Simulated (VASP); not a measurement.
Wanted: the native input for a VASP 6.6.1 run.

```yaml
Task: single point
Functional: PBE
Potentials_or_basis: VASP PAW PBE potentials, release 64 (Ta_pv, H)
Cutoff: 520 eV
k_mesh: 14 × 14 × 14
Occupations: gaussian, width 0.1 eV
Spin: no spin polarisation
Dipole_correction: no
Further_INCAR_settings: ALGO = Normal; EDIFF = 1e-06; NBANDS = 17
```

The structure of TaH5 lies in POSCAR:

```
TaH5
1.0
    0.0000000000      2.4867897794      2.4867897794
    2.4867897794      0.0000000000      2.4867897794
    2.4867897794      2.4867897794      0.0000000000
Ta H
1 5
Direct
    0.0000000000      0.0000000000      0.0000000000
    0.2500000000      0.2500000000      0.2500000000
    0.6258870664      0.6258870664      0.6258870664
    0.1223388009      0.6258870664      0.6258870664
    0.6258870664      0.6258870664      0.1223388009
    0.6258870664      0.1223388009      0.6258870664
```

The cell was built from a structure type or drawn by symmetry, and may not be a known phase.

One way to write it, as run:

INCAR

```
PREC = Accurate ; ENCUT = 520
EDIFF = 1E-6 ; ISMEAR = 0
SIGMA = 0.1 ; LREAL = False
LASPH = True ; NELM = 80
ALGO = Normal ; ISIF = 2
LWAVE = False ; LCHARG = False
GGA = PE ; NBANDS = 17
```

KPOINTS

```
Automatic mesh
0
Gamma
  14 14 14
```

Potentials or basis: VASP PAW PBE potentials, release 64 (Ta_pv, H).

Command:

```bash
$ cat potpaw_PBE.64/Ta_pv/POTCAR potpaw_PBE.64/H/POTCAR > POTCAR
$ mpirun -np 1 vasp_std > vasp.out
```

Results of the run:

| Quantity | Value |
| --- | --- |
| Pressure | 0.0 GPa |
| Band gap on the k mesh | zero (bands 8 and 9 overlap by 0.74 eV) |

Caveat: spin-orbit coupling is left out, which moves the levels of the heavy elements.

It took 91 s on 1 thread of Intel Xeon 8259CL, on a shared host, peak memory 0.19 GiB.
